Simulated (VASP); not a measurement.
Set up this calculation in VASP 6.6.1, as the native input.

| Property | Result |
| --- | --- |
| Task | relaxation of cell and atoms |
| Functional | PBE |
| Potentials or basis | VASP PAW PBE potentials, release 64 (Li_sv) |
| Cutoff | 600 eV |
| k mesh | 6 × 6 × 6 |
| Occupations | gaussian, width 0.1 eV |
| Spin | no spin polarisation |
| Dipole correction | no |
| Further INCAR settings | ALGO = Normal; EDIFF = 1e-07; IBRION = 2; EDIFFG = -0.04; NSW = 90; ISIF = 3 |

The structure of Li lies in POSCAR:

```
Li
1.0
    1.5170827962     -2.4406743341      0.0000000000
    1.5170827962      2.4406743341      0.0000000000
    0.0000000000      0.0000000000      2.6978789028
Li
1
Direct
    0.0000000000      0.0000000000      0.5000000000
```

The cell was generated, and may not be a known phase.

The input as run:

INCAR

```
  PREC = Accurate
  ENCUT = 600
  EDIFF = 1E-7
  ISMEAR = 0
  SIGMA = 0.1
  LREAL = False
  LASPH = True
  NELM = 100
  ALGO = Normal
  ISIF = 3
  LWAVE = False
  LCHARG = False
  GGA = PE
  IBRION = 2
  NSW = 90
  EDIFFG = -0.04
```

KPOINTS

```
Automatic mesh
0
Gamma
  6 6 6
```

Potentials or basis: VASP PAW PBE potentials, release 64 (Li_sv).

Command:

```sh
$ cat potpaw_PBE.64/Li_sv/POTCAR > POTCAR
$ mpirun -np 1 vasp_std > vasp.out
```

It gave:

```json
{
  "Relaxed volume": "20.03 Å³/atom",
  "Relaxed cell": "a = 2.875 Å, b = 2.875 Å, c = 2.705 Å, α = 90.00°, β = 90.00°, γ = 116.41°",
  "Space group after relaxing (to 0.1 Å)": "Cmmm (No. 65)",
  "Energy gained by relaxing": "0.2 meV/atom",
  "Ionic steps": "2",
  "Pressure after relaxing": "0.1 GPa",
  "Band gap on the k mesh": "zero (an odd number of electrons rules out a gap without spin polarisation)"
}
```

Caveat: the k points lie up to 0.41 Å⁻¹ apart in the final cell, too coarse for converged energies and pressures of a metal; the cutoff is under 1.25 times the usual one of these potentials, so pressure, stress and relaxed cells hold a basis-set (Pulay) error.

Wall time 9.6 s on 1 thread of Intel Xeon 8259CL (shared host), peak memory 0.13 GiB.
